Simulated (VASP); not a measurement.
Crystal: CaSe.

```
Ca Se
1.0
     0.00000    3.27956    3.27956
     3.27956    0.00000    3.27956
     3.27956    3.27956    0.00000
Ca Se
1 1
Direct
  0.00000 0.00000 0.00000
  0.25000 0.25000 0.25000
```

Base run:

```yaml
Program: VASP 6.6.1
Functional: PBE
Potentials_or_basis: VASP PAW PBE potentials, release 64 (Ca_sv, Se)
Cutoff: 520 eV
k_mesh: 4 × 4 × 4
Occupations: gaussian, width 0.01 eV
Spin: no spin polarisation
```

Its results: band gap on the k mesh 3.20 eV, indirect (least direct gap 3.30 eV); pressure 0.6 GPa.

Problem. The run is repeated on the same cell with these changes: functional from PBE to HSE06. What comes out?

Solution. Band gap on the k mesh 4.09 eV, indirect (least direct gap 4.17 eV); pressure 0.3 GPa.

HSE06 gives the wider gap, since exact exchange removes part of the self-interaction.

Caveats: the PAW data sets were made with another functional, which shifts forces and pressure a little (some runs).

A k mesh can miss the band edges.
